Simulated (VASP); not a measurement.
# In2O (Fd-3m) in VASP: further runs

The runs below take In2O through single point, relaxation of cell and atoms, with PBE.

Everything below comes from runs of VASP 6.6.1. Logs are shortened: lines on timing, memory, paths and dates and some standing lists are left out, and cuts for length are marked.

### 1 The cell of the first run

The structure is cubic, space group Fd-3m (No. 227). Conventional cell: a = 7.877 Å, b = 7.877 Å, c = 7.877 Å, α = 90.00°, β = 90.00°, γ = 90.00°. Within 3.7 Å of In (site symmetry -3m) lie 6 In at 2.78 Å and 6 O at 3.27 Å. Within 4.3 Å of O (site symmetry -43m) lie 12 In at 3.27 Å and 4 O at 3.41 Å.

### 2 Single point, PBE

Input file INCAR:

```
ALGO = Normal
EDIFF = 1E-6
ENCUT = 600
GGA = PE
GGA_COMPAT = F
ISIF = 2
ISMEAR = 0
LASPH = T
LCHARG = F
LREAL = F
LWAVE = F
NBANDS = 41
NELM = 120
PREC = Accurate
SIGMA = 0.1
```

Input file KPOINTS:

```
k-points
0
Gamma
  4 4 4
```

Input file POSCAR:

```
In2O
1.0
    0.0000000000      3.9383418100      3.9383418100
    3.9383418100      0.0000000000      3.9383418100
    3.9383418100      3.9383418100      0.0000000000
In O
4 2
Direct
    0.6250000000      0.6250000000      0.6250000000
    0.1250000000      0.6250000000      0.6250000000
    0.6250000000      0.6250000000      0.1250000000
    0.6250000000      0.1250000000      0.6250000000
    0.0000000000      0.0000000000      0.0000000000
    0.2500000000      0.2500000000      0.2500000000
```

Potentials or basis: VASP PAW PBE potentials, release 64 (In_d, O).

Run with:

```
cat potpaw_PBE.64/In_d/POTCAR potpaw_PBE.64/O/POTCAR > POTCAR
mpirun -np 1 vasp_std > vasp.out
```

OUTCAR:

```text
EDIFF = 1E-6
   ENCUT = 600
   GGA = PE
   ISIF = 2
   ISMEAR = 0
   LASPH = T
   LREAL = F
   NELM = 120
   PREC = Accurate

 ion  position               nearest neighbor table
   1  0.625  0.625  0.625-   2 2.78   3 2.78   4 2.78   3 2.78   4 2.78   2 2.78
   2  0.125  0.625  0.625-   1 2.78   3 2.78   4 2.78   1 2.78   3 2.78   4 2.78
   3  0.625  0.625  0.125-   1 2.78   1 2.78   2 2.78   4 2.78   4 2.78   2 2.78
   4  0.625  0.125  0.625-   1 2.78   3 2.78   1 2.78   2 2.78   3 2.78   2 2.78
   5  0.000  0.000  0.000-
   6  0.250  0.250  0.250-

  LATTYP: Found a face centered cubic cell.
 ALAT       =     7.8766836200

  Lattice vectors:

 A1 = (   0.0000000000,   3.9383418100,   3.9383418100)
 A2 = (   3.9383418100,   0.0000000000,   3.9383418100)
 A3 = (   3.9383418100,   3.9383418100,   0.0000000000)

Analysis of symmetry for initial positions (statically):
=====================================================================
 Subroutine PRICEL returns:
 Original cell was already a primitive cell.

 Routine SETGRP: Setting up the symmetry group for a
 face centered cubic supercell.

 Subroutine GETGRP returns: Found 48 space group operations
 (whereof 24 operations were pure point group operations)
 out of a pool of 48 trial point group operations.

The static configuration has the point symmetry T_d .
 The point group associated with its full space group is O_h .

Analysis of symmetry for dynamics (positions and initial velocities):
=====================================================================
 Subroutine PRICEL returns:
 Original cell was already a primitive cell.

 Routine SETGRP: Setting up the symmetry group for a
 face centered cubic supercell.

 Subroutine GETGRP returns: Found 48 space group operations
 (whereof 24 operations were pure point group operations)
 out of a pool of 48 trial point group operations.

The dynamic configuration has the point symmetry T_d .
 The point group associated with its full space group is O_h .

 Subroutine INISYM returns: Found 48 space group operations
 (whereof 24 operations are pure point group operations),
 and found     1 'primitive' translations

----------------------------------------------------------------------------------------

                                     Primitive cell

  volume of cell :     122.1716
[... 80 lines left out ...]
   EDIFF  = 0.1E-05   stopping-criterion for ELM
   LREAL  =      F    real-space projection
   EDIFFG = 0.1E-04   stopping-criterion for IOM
   NSW    =      0    number of steps for IOM
   IBRION =     -1    ionic relax: 0-MD 1-quasi-New 2-CG
   NFREE  =      0    steps in history (QN), initial steepest desc. (CG)
   ISIF   =      2    stress and relaxation
   ISYM   =      2    0-nonsym 1-usesym 2-fastsym
   POTIM  = 0.5000    time-step for ionic-motion
   TEBEG  =    0.0;   TEEND  =   0.0 temperature during run
   PSTRESS=    0.0 pullay stress
   NELECT =      64.0000    total number of electrons
   NUPDOWN=      -1.0000    fix difference up-down
   EMIN   =  10.00;   EMAX   =-10.00  energy-range for DOS
   EFERMI =   0.00;   METHOD = LEGACY
   ISMEAR =     0;   SIGMA  =   0.10  broadening in eV -4-tet -1-fermi 0-gaus
   EFERMI_NEDOS =   21; number of points for ismear=-14 and -15
   IALGO  =     38    algorithm
   IMIX   =      4    mixing-type and parameters
     AMIX     =   0.40;   BMIX     =  1.00
     AMIX_MAG =   1.60;   BMIX_MAG =  1.00
  volume/ion in A,a.u.               =      20.36       137.41
  Fermi-wavevector in a.u.,A,eV,Ry     =   1.319709  2.493888 23.696330  1.741631
  Thomas-Fermi vector in A             =   2.449587
   LORBIT       =      0    0 simple, 1 ext, 2 COOP (PROOUT), +10 PAW based schemes
   GGA     = PE    functional components
   LHFCALC =     F    Hartree Fock is set to
   AEXX    =    0.0000 exact exchange contribution
   IVDW    =     0    specifies the selected vdW correction
   LEPSILON=     F    determine dielectric tensor
   LRPA    =     F    only Hartree local field effects (RPA)
 non-spin polarized calculation
 Gauss-broadening in eV      SIGMA  =   0.10
  energy-cutoff  :      600.00
  volume of cell :      122.17
 maximum number of plane-waves:      4128
 NGX is ok and might be reduce to    48
   NGX = 23   NGY = 23   NGZ = 23

 number of electron      63.9999997 magnetization

 Free energy of the ion-electron system (eV)
  ---------------------------------------------------
  ext. energy  EPLUGINS =         0.00000000
  ---------------------------------------------------
  free energy    TOTEN  =       -16.05088590 eV

  energy without entropy =      -16.02569096  energy(sigma->0) =      -16.03828843

 E-fermi :   5.7044     XC(G=0): -10.1770

 val. band max:        5.6929846465   @ k =   0.5000   0.5000   0.0000
 cond. band min:       5.7571770605   @ k =   0.2500   0.2500   0.0000
 fundamental gap:      0.0641924140
 Fermi energy:         5.7043551879

 k-point     1 :       0.0000    0.0000    0.0000
  band No.  band energies     occupation
      1     -10.3635      2.00000
      2      -9.8037      2.00000
      3      -9.8037      2.00000
      4      -9.8037      2.00000
      5      -9.7834      2.00000
      6      -9.6852      2.00000
[... 341 lines left out ...]
     40      11.6670      0.00000
     41      14.4507      0.00000

------------------------ aborting loop because EDIFF is reached ----------------------------------------

  FORCE on cell =-STRESS in cart. coord.  units (eV):
  Direction    XX          YY          ZZ          XY          YZ          ZX
  --------------------------------------------------------------------------------------
  -------------------------------------------------------------------------------------
  Total        6.1454257      6.1454257      6.1454257      0.0000000      0.0000000     -0.0000000
  in kB       80.5920757     80.5920757     80.5920757      0.0000000      0.0000000     -0.0000000
  external PRESSURE =      80.5920757 kB  Pullay stress =       0.0000000 kB

 VOLUME and BASIS-vectors are now :
 -----------------------------------------------------------------------------
  energy-cutoff  :      600.00
  volume of cell :      122.17
      direct lattice vectors                 reciprocal lattice vectors
     0.000000000  3.938341810  3.938341810    -0.126956984  0.126956984  0.126956984
     3.938341810  0.000000000  3.938341810     0.126956984 -0.126956984  0.126956984
     3.938341810  3.938341810  0.000000000     0.126956984  0.126956984 -0.126956984

 POSITION                                       TOTAL-FORCE (eV/Angst)
 -----------------------------------------------------------------------------------
      4.92293      4.92293      4.92293        -0.000000      0.000000      0.000000
      4.92293      2.95376      2.95376        -0.000000      0.000000      0.000000
      2.95376      2.95376      4.92293        -0.000000      0.000000      0.000000
      2.95376      4.92293      2.95376        -0.000000      0.000000      0.000000
      0.00000      0.00000      0.00000        -0.000000     -0.000000     -0.000000
      1.96917      1.96917      1.96917         0.000000      0.000000      0.000000
 -----------------------------------------------------------------------------------
    total drift:                                0.000000      0.000000      0.000000

  FREE ENERGIE OF THE ION-ELECTRON SYSTEM (eV)
  ---------------------------------------------------
  free  energy   TOTEN  =       -16.0508858960 eV

  energy  without entropy=      -16.0256909564  energy(sigma->0) =      -16.03828843
```

It took 92 s on 1 thread of Intel Xeon Platinum 8488C (Sapphire Rapids), shared host; peak memory 0.32 GiB.

Results:

```
Free energy            : -16.0509 eV
Pressure               : 8.1 GPa
Band gap on the k mesh : zero (band 32 reaches 5.69 eV, above the bottom of band 33 at 5.09 eV)
```

Caveat: spin-orbit coupling is left out, which moves the levels of the heavy elements.

### 3 Single point, PBE

This run uses another cell than the first one, of 23.69 Å³/atom, 1.163 times its volume.

Input file INCAR:

```
PREC     = Accurate       # precision mode
ENCUT    = 600            # plane-wave cutoff, eV
EDIFF    = 1E-6           # SCF threshold, eV
ISMEAR   = 0              # smearing method
SIGMA    = 0.1            # smearing width, eV
LREAL    = F              # projectors in reciprocal space
LASPH    = T              # aspherical terms in the spheres
NELM     = 120            # most SCF steps
ALGO     = Normal         # electronic algorithm
ISIF     = 2              # what is computed and relaxed
LWAVE    = F              # write WAVECAR
LCHARG   = F              # write CHGCAR
GGA      = PE             # functional
NBANDS   = 41             # bands
GGA_COMPAT= F
```

Input file KPOINTS:

```
Automatic mesh
0
Gamma
  4 4 4
```

POSCAR: that of step 2 with these lines changed.

```diff
@@ -2,5 +2,5 @@
 1.0
-    0.0000000000      3.9383418100      3.9383418100
-    3.9383418100      0.0000000000      3.9383418100
-    3.9383418100      3.9383418100      0.0000000000
+    0.0000000000      4.1421348478      4.1421348478
+    4.1421348478      0.0000000000      4.1421348478
+    4.1421348478      4.1421348478      0.0000000000
 In O
```

Potentials or basis: VASP PAW PBE potentials, release 64 (In_d, O).

Run with:

```
cat potpaw_PBE.64/In_d/POTCAR potpaw_PBE.64/O/POTCAR > POTCAR
mpirun -np 1 vasp_std > vasp.out
```

Wall time 86 s (1 thread of Intel Xeon Platinum 8488C (Sapphire Rapids), shared host); peak memory 0.32 GiB.

Results (log left out):

```yaml
Free_energy: -16.4982 eV
Pressure: 0.1 GPa
Band_gap_on_the_k_mesh: zero (band 32 reaches 4.04 eV, above the bottom of band 33 at 3.49 eV)
```

Levels at points of the mesh, in eV from the Fermi level:
```tsv
k point	band 28	band 29	band 30	band 31	band 32	band 33	band 34	band 35	band 36	band 37
(0.00, 0.00, 0.00)	-1.46	-1.46	-1.46	-0.59	-0.59	-0.59	1.22	1.22	1.22	1.77
(0.50, 0.00, 0.00)	-1.49	-1.49	-0.43	-0.14	-0.14	0.13	1.61	1.61	4.46	4.46
(0.50, 0.50, 0.00)	-0.90	-0.20	-0.20	-0.03	-0.03	0.47	0.47	4.13	4.13	4.48
```

Caveat: spin-orbit coupling is left out, which moves the levels of the heavy elements.

(Continued in part 2 of 2.)
